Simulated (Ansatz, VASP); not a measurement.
Two plane-wave programs on Rh

INCAR

```
  PREC = Accurate
  ENCUT = 520
  EDIFF = 1E-7
  ISMEAR = -1
  SIGMA = 0.1
  LREAL = F
  LASPH = T
  NELM = 60
  ALGO = Normal
  ISIF = 2
  LWAVE = F
  LCHARG = T
  LELF = T
  LVHAR = T
  NBANDS = 38
```

File KPOINTS:

```
Automatic mesh
0
Gamma
  15 15 4
```

The input POSCAR:

```
Rh
1.0
    2.7602010293      0.0000000000      0.0000000000
   -1.3801005146      2.3904042109      0.0000000000
    0.0000000000      0.0000000000      9.0048693098
Rh
4
Direct
    0.0000000000      0.0000000000      1.0000000000
    0.0000000000      0.0000000000      0.5000000000
    0.3333333333      0.6666666667      0.2500000000
    0.6666666667      0.3333333333      0.7500000000
```

Input for Ansatz:

```yaml
crystal:
  lattice:
    - [2.7602010293, 0.0, 0.0]
    - [-1.3801005146, 2.3904042109, 0.0]
    - [0.0, 0.0, 9.0048693098]
  atoms:
    - { symbol: Rh, position: [0.0, 0.0, 1.0] }
    - { symbol: Rh, position: [0.0, 0.0, 0.5] }
    - { symbol: Rh, position: [0.3333333333, 0.6666666667, 0.25] }
    - { symbol: Rh, position: [0.6666666667, 0.3333333333, 0.75] }
hamiltonian:
  xc: lda
  pseudopotentials:
    kind: paw
    azcp:
      Rh: "pseudopotentials/Rh.paw.azcp"
basis:
  ecutwfc: 420
  fft_grid_basis: typed
kpoints:
  mp_grid: { grid: [15, 15, 4], shift: [0, 0, 0] }
magnetization:
  spin_polarized: false
scf:
  occupations: { method: fermi_dirac, width: 0.1 }
  lower_state_search: "off"
output:
  stress: true
```

Alike in both runs: task single point; functional LDA; k mesh 15 × 15 × 4; occupations fermi-dirac, width 0.1 eV; no spin polarisation.

|  | VASP | Ansatz |
| --- | --- | --- |
| version | VASP 6.6.1 | Ansatz 0.2.0 |
| potentials or method | VASP PAW LDA potentials, release 64 (Rh_pv), cutoff 520 eV | plane waves (420 eV) with PAW, scalar-relativistic |
| valence electrons in the cell | 60 | 68 |

```csv
,VASP,Ansatz,Ansatz less VASP
pressure (GPa),-26.0,-26.6,-0.63
"traceless stress, the component that is largest in VASP (GPa)",-0.21,-0.21,+0.003
```

Ansatz warns that its potentials were made for another functional, while VASP's fit it. LDA's correlation is that of Perdew and Zunger in VASP and of Perdew and Wang (1992) in Ansatz. VASP's potentials hold 60 valence electrons a cell and Ansatz's 68, so a difference there can come from the potentials and not from the codes.
